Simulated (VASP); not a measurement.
CoO: single point with PBE

The system is CoO.

```
Co O
1.0
     0.00000    2.34364    2.34364
     2.34364    0.00000    2.34364
     2.34364    2.34364    0.00000
Co O
1 1
Direct
  0.00000 0.00000 0.00000
  0.25000 0.25000 0.25000
```

```
Program                : VASP 6.6.1
Task                   : single point
Functional             : PBE
Potentials or basis    : VASP PAW PBE potentials, release 64 (Co_sv, O)
Cutoff                 : 600 eV
k mesh                 : 10 × 10 × 10
Occupations            : gaussian, width 0.026 eV
Spin                   : collinear spin, ferromagnetic start
Starting moments       : [2.0, 0.0] μB
Dipole correction      : no
Further INCAR settings : ALGO = Normal; EDIFF = 1e-06; NBANDS = 22
```

* Pressure: -13.9 GPa
* Band gap on the k mesh: zero (filled and empty bands overlap)
* Net moment: 2.99 μB per cell
* Site moments: Co +2.49; O +0.32 μB
* Valence electrons inside the program's atomic spheres: Co 14.87; O 4.94

Levels at points of the mesh, in eV from the Fermi level:
Spin up:
| k point | band 11 | band 12 | band 13 | band 14 | band 15 | band 16 |
| --- | --- | --- | --- | --- | --- | --- |
| (0.00, 0.00, 0.00) | -0.01 | 0.04 | 0.04 | 0.04 | 13.31 | 13.31 |
| (0.50, 0.00, 0.00) | -2.10 | -0.66 | -0.66 | 5.20 | 6.55 | 12.82 |
| (0.50, 0.50, 0.00) | -1.81 | -1.81 | -1.51 | 4.89 | 8.86 | 10.62 |
Spin down:
```tsv
k point	band 6	band 7	band 8	band 9	band 10	band 11	band 12	band 13	band 14	band 15
(0.00, 0.00, 0.00)	-4.11	-4.11	-4.11	-0.35	-0.35	0.56	2.53	2.53	2.53	13.83
(0.50, 0.00, 0.00)	-5.58	-3.95	-3.95	-0.14	-0.14	0.50	1.77	1.77	5.74	7.37
(0.50, 0.50, 0.00)	-5.61	-3.76	-3.76	-0.30	-0.05	0.09	1.13	1.13	5.90	9.77
```

It took 59 s on 1 thread of AMD EPYC 9R45 96-Core Processor (Zen 5), with other jobs on the host, peak memory 0.17 GiB.

Caveat: the cell stands under tension; a cell with one magnetic atom can't hold antiferromagnetic order, which such compounds often take; semilocal functionals often make such compounds metallic where correlation or magnetic order opens a gap, which also shifts bond lengths. With open d or f shells a metallic result of PBE can be an artefact of self-interaction; +U or a hybrid may open a gap.
